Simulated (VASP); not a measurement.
# Si (Fd-3m) in VASP: notebook

The runs below take Si through G0W0 quasiparticle levels, with PBE, r2SCAN.

All numbers are computed with VASP 6.6.1; they aren't measurements. Logs are shortened: lines on timing, memory, paths and dates and some standing lists are left out, and cuts for length are marked.

## 1. The cell of the first run

It takes space group Fd-3m (No. 227, cubic). The conventional cell has a = 5.431 Å, b = 5.431 Å, c = 5.431 Å, α = 90.00°, β = 90.00°, γ = 90.00°. Si (site symmetry -43m) has 4 Si at 2.35 Å within 3.1 Å.

## 2. G0W0 quasiparticle levels, PBE

Contents of POSCAR:

```
Si
1.0
    0.0000000000      2.7155000000      2.7155000000
    2.7155000000      0.0000000000      2.7155000000
    2.7155000000      2.7155000000      0.0000000000
Si
2
Direct
    0.0000000000      0.0000000000      0.0000000000
    0.2500000000      0.2500000000      0.2500000000
```

Contents of INCAR.step1:

```
PREC     = Accurate       # precision mode
ENCUT    = 500            # plane-wave cutoff, eV
EDIFF    = 1E-8           # SCF threshold, eV
ISMEAR   = 0              # smearing method
SIGMA    = 0.01           # smearing width, eV
LREAL    = F              # projectors in reciprocal space
LASPH    = T              # aspherical terms in the spheres
NELM     = 100            # most SCF steps
ALGO     = Normal         # electronic algorithm
LWAVE    = T              # write WAVECAR
LCHARG   = F              # write CHGCAR
GGA      = PE             # functional
```

Contents of INCAR.step2:

```
PREC     = Accurate       # precision mode
ENCUT    = 500            # plane-wave cutoff, eV
EDIFF    = 1E-8           # SCF threshold, eV
ISMEAR   = 0              # smearing method
SIGMA    = 0.01           # smearing width, eV
LREAL    = F              # projectors in reciprocal space
LASPH    = T              # aspherical terms in the spheres
NELM     = 1              # most SCF steps
ALGO     = Exact          # electronic algorithm
LWAVE    = T              # write WAVECAR
LCHARG   = F              # write CHGCAR
GGA      = PE             # functional
NBANDS   = 34             # bands
LOPTICS  = T              # frequency-dependent dielectric function
ISTART   = 1
```

Contents of INCAR.step3:

```
PREC     = Accurate       # precision mode
ENCUT    = 500            # plane-wave cutoff, eV
EDIFF    = 1E-8           # SCF threshold, eV
ISMEAR   = 0              # smearing method
SIGMA    = 0.01           # smearing width, eV
LREAL    = F              # projectors in reciprocal space
LASPH    = T              # aspherical terms in the spheres
ALGO     = EVGW0          # electronic algorithm
LWAVE    = F              # write WAVECAR
LCHARG   = F              # write CHGCAR
GGA      = PE             # functional
NELMGW   = 1            
NBANDS   = 34             # bands
ENCUTGW  = 60.0           # cutoff of the response function
NOMEGA   = 48             # frequency points
PRECFOCK = Fast         
ISTART   = 1            
NBANDSGW = 12
```

Contents of KPOINTS:

```
Automatic mesh
0
Gamma
  2 2 2
```

Potentials or basis: VASP PAW PBE potentials, release 64 (Si_GW).

Command:

```console
$ cat potpaw_PBE.64/Si_GW/POTCAR > POTCAR
$ cp INCAR.step1 INCAR
$ mpirun -np 1 vasp_std > vasp.out
$ cp INCAR.step2 INCAR
$ mpirun -np 1 vasp_std > vasp.out
$ cp INCAR.step3 INCAR
$ mpirun -np 1 vasp_std > vasp.out
```

OUTCAR:

```text
PREC = Accurate
   ENCUT = 500
   EDIFF = 1E-8
   ISMEAR = 0
   LREAL = F
   LASPH = T
   GGA = PE
   NELMGW = 1
   ENCUTGW = 60.0
   PRECFOCK = Fast
   ISTART = 1

 ion  position               nearest neighbor table
   1  0.000  0.000  0.000-   2 2.35   2 2.35   2 2.35   2 2.35
   2  0.250  0.250  0.250-   1 2.35   1 2.35   1 2.35   1 2.35

  LATTYP: Found a face centered cubic cell.
 ALAT       =     5.4310000000

  Lattice vectors:

 A1 = (   0.0000000000,   2.7155000000,   2.7155000000)
 A2 = (   2.7155000000,   0.0000000000,   2.7155000000)
 A3 = (   2.7155000000,   2.7155000000,   0.0000000000)

Analysis of symmetry for initial positions (statically):
=====================================================================
 Subroutine PRICEL returns:
 Original cell was already a primitive cell.

 Routine SETGRP: Setting up the symmetry group for a
 face centered cubic supercell.

 Subroutine GETGRP returns: Found 48 space group operations
 (whereof 24 operations were pure point group operations)
 out of a pool of 48 trial point group operations.

The static configuration has the point symmetry T_d .
 The point group associated with its full space group is O_h .

Analysis of symmetry for dynamics (positions and initial velocities):
=====================================================================
 Subroutine PRICEL returns:
 Original cell was already a primitive cell.

 Routine SETGRP: Setting up the symmetry group for a
 face centered cubic supercell.

 Subroutine GETGRP returns: Found 48 space group operations
 (whereof 24 operations were pure point group operations)
 out of a pool of 48 trial point group operations.

The dynamic configuration has the point symmetry T_d .
 The point group associated with its full space group is O_h .

 Subroutine INISYM returns: Found 48 space group operations
 (whereof 24 operations are pure point group operations),
 and found     1 'primitive' translations

----------------------------------------------------------------------------------------

                                     Primitive cell

  volume of cell :      40.0479
[... 67 lines left out ...]
   EDIFF  = 0.1E-07   stopping-criterion for ELM
   LREAL  =      F    real-space projection
   EDIFFG = 0.1E-06   stopping-criterion for IOM
   NSW    =      0    number of steps for IOM
   IBRION =     -1    ionic relax: 0-MD 1-quasi-New 2-CG
   NFREE  =      0    steps in history (QN), initial steepest desc. (CG)
   ISIF   =      0    stress and relaxation
   ISYM   =      3    0-nonsym 1-usesym 2-fastsym
   POTIM  = 0.5000    time-step for ionic-motion
   TEBEG  =    0.0;   TEEND  =   0.0 temperature during run
   PSTRESS=    0.0 pullay stress
   NELECT =       8.0000    total number of electrons
   NUPDOWN=      -1.0000    fix difference up-down
   EMIN   =  10.00;   EMAX   =-10.00  energy-range for DOS
   EFERMI =   0.00;   METHOD = LEGACY
   ISMEAR =     0;   SIGMA  =   0.01  broadening in eV -4-tet -1-fermi 0-gaus
   EFERMI_NEDOS =   21; number of points for ismear=-14 and -15
   IALGO  =     38    algorithm
   IMIX   =      4    mixing-type and parameters
     AMIX     =   0.40;   BMIX     =  1.00
     AMIX_MAG =   1.60;   BMIX_MAG =  1.00
  volume/ion in A,a.u.               =      20.02       135.13
  Fermi-wavevector in a.u.,A,eV,Ry     =   0.956999  1.808467 12.460868  0.915848
  Thomas-Fermi vector in A             =   2.085978
   LORBIT       =      0    0 simple, 1 ext, 2 COOP (PROOUT), +10 PAW based schemes
   GGA     = PE    functional components
   LHFCALC =     T    Hartree Fock is set to
   PRECFOCK=fast      Normal, Fast or Accurate (Low or Medium for compatibility)
   ENCUT4O =  -1.0   cutoff for four orbital integrals eV
   NKREDX  =     1    reduce k-point grid by
   NKREDY  =     1    reduce k-point grid by
   NKREDZ  =     1    reduce k-point grid by
   AEXX    =    1.0000 exact exchange contribution
   HFSCREEN=    0.0000 screening length (either q_TF or 0.3 A-1)
   HFSCREENC=   0.0000 screening length for correlation (either q_TF or 0.3 A-1)
   ENCUTFOCK=  -1.0 apply spherical cutoff to Coloumb kernel
   IVDW    =     0    specifies the selected vdW correction
   LEPSILON=     F    determine dielectric tensor
   LRPA    =     F    only Hartree local field effects (RPA)
   LRPAFORCE           =     F    calculate RPA forces
   ENCUTGW             =  60.0    cutoff for response function in eV
   ENCUTGWSOFT         =  48.0    soft cutoff for Coulomb kernel in GW response function in eV
   ENCUTLF             =  -1.0    cutoff for local field effects
   NELMGW              =     1    number of iterations in solving QP/BSE equation
   NELMHF              =     1    number of iterations in the inner HF iteration
   NKREDLFX            =     1    NKREDLFY  =   1   NKREDLFZ  =   1
 non-spin polarized calculation
 Gauss-broadening in eV      SIGMA  =   0.01
  energy-cutoff  :      500.00
  volume of cell :       40.05
 maximum number of plane-waves:      1034
 NGX is ok and might be reduce to    28
  NGX = 16; NGY = 16; NGZ = 16
   NGX = 13   NGY = 13   NGZ = 13
 maximum number of plane-waves:        51
 NGX is ok and might be reduce to    10

 QP shifts <psi_nk| G(iteration)W_0 |psi_nk>: iteration 1
 for sc-GW calculations column KS-energies equals QP-energies in previous step
 and V_xc(KS)=  KS-energies - (<T + V_ion + V_H > + <T+V_H+V_ion>^1  + <V_x>^1)

 k-point   1 :       0.0000    0.0000    0.0000
  band No.  KS-energies  QP-energies   sigma(KS)   V_xc(KS)     V^pw_x(r,r')   Z            occupation Imag(sigma)

      1      -6.2523      -6.4579     -10.7166     -10.4223     -17.3022       0.6984       2.0000       1.1707
      2       5.7662       5.6461     -11.6483     -11.5012     -14.4069       0.8167       2.0000       0.1027
      3       5.7662       5.6461     -11.6483     -11.5012     -14.4069       0.8167       2.0000       0.1027
      4       5.7662       5.6461     -11.6483     -11.5012     -14.4069       0.8167       2.0000       0.1027
      5       8.2067       8.6283      -9.5060     -10.0346      -4.8654       0.7977       0.0000      -0.0747
      6       8.2067       8.6283      -9.5060     -10.0346      -4.8654       0.7977       0.0000      -0.0747
      7       8.2067       8.6283      -9.5060     -10.0346      -4.8654       0.7977       0.0000      -0.0747
      8       9.1468       9.8492     -10.1234     -10.9915      -4.9592       0.8091       0.0000      -0.1698
      9      13.3439      14.0961      -9.0603      -9.9966      -4.0787       0.8034       0.0000      -0.1474
     10      13.3439      14.0961      -9.0603      -9.9966      -4.0787       0.8034       0.0000      -0.1474
     11      13.7197      13.4735      -7.6760      -7.3707      -2.3010       0.8066       0.0000      -0.2996
     12      16.8538      16.8401      -8.1005      -8.0838      -2.0004       0.8205       0.0000      -0.6339
[... 20 lines left out ...]
      1      -2.0869      -2.4222     -11.2968     -10.8767     -15.9723       0.7983       2.0000       0.5825
      2      -2.0869      -2.4222     -11.2968     -10.8767     -15.9723       0.7983       2.0000       0.5825
      3       2.8486       2.6101     -10.9538     -10.6595     -14.0058       0.8106       2.0000       0.1750
      4       2.8486       2.6101     -10.9538     -10.6595     -14.0058       0.8106       2.0000       0.1750
      5       6.3629       6.5232      -8.5977      -8.7948      -4.1873       0.8134       0.0000      -0.0477
      6       6.3629       6.5232      -8.5977      -8.7948      -4.1873       0.8134       0.0000      -0.0477
      7      15.8158      16.5828      -9.7135     -10.7100      -3.6953       0.7698       0.0000      -0.4424
      8      15.8158      16.5828      -9.7135     -10.7100      -3.6953       0.7698       0.0000      -0.4424
      9      16.7051      17.4576      -9.6136     -10.5429      -4.2516       0.8097       0.0000      -0.3804
     10      16.7051      17.4576      -9.6136     -10.5429      -4.2516       0.8097       0.0000      -0.3804
     11      18.1509      18.9261      -9.1959     -10.1130      -3.3531       0.8453       0.0000      -0.5877
     12      18.1509      18.9261      -9.1959     -10.1130      -3.3531       0.8453       0.0000      -0.5877
```

OUTCAR.step1:

```text
PREC = Accurate
   ENCUT = 500
   EDIFF = 1E-8
   ISMEAR = 0
   LREAL = F
   LASPH = T
[... 231 lines left out ...]
 -----------------------------------------------------------------------------------
      0.00000      0.00000      0.00000         0.000000      0.000000      0.000000
      1.35775      1.35775      1.35775        -0.000000     -0.000000     -0.000000
 -----------------------------------------------------------------------------------
    total drift:                                0.000000      0.000000     -0.000000

  FREE ENERGIE OF THE ION-ELECTRON SYSTEM (eV)
  ---------------------------------------------------
  free  energy   TOTEN  =        -8.2834513622 eV

  energy  without entropy=       -8.2834513622  energy(sigma->0) =       -8.28345136
```

OUTCAR.step2:

```text
PREC = Accurate
   ENCUT = 500
   EDIFF = 1E-8
   ISMEAR = 0
   LREAL = F
[... 591 lines left out ...]
     0.00000    58.75240    58.75240    58.75240     0.00000    -0.00000     0.00000
     0.62751    61.56886    61.56886    61.56886     0.00000    -0.00000     0.00000
     1.25502    72.35753    72.35753    72.35753     0.00000    -0.00000     0.00000
     1.88253   105.50059   105.50059   105.50059     0.00000    -0.00000     0.00000
     2.51004    83.65792    83.65792    83.65792     0.00000    -0.00000     0.00000
     3.13755     3.99191     3.99191     3.99191    -0.00000    -0.00000    -0.00000
[... 92 lines left out ...]
    61.49591     0.83987     0.83987     0.83987     0.00000     0.00000    -0.00000
    62.12342     0.84314     0.84314     0.84314     0.00000     0.00000    -0.00000
```

Wall time 32 s (1 thread of Intel Xeon 8259CL, shared host); peak memory 0.24 GiB.

Results:

- Band gap on the k mesh, mean-field level: 0.60 eV, indirect (least direct gap 2.44 eV)
- Quasiparticle gap: 0.88 eV
- Least direct quasiparticle gap: 2.98 eV

Caveat: the k points lie up to 1.00 Å⁻¹ apart; bands, screening cutoff and mesh are small and nothing is extrapolated, so the quasiparticle values aren't converged.

(Part 1 of 2 ends here.)
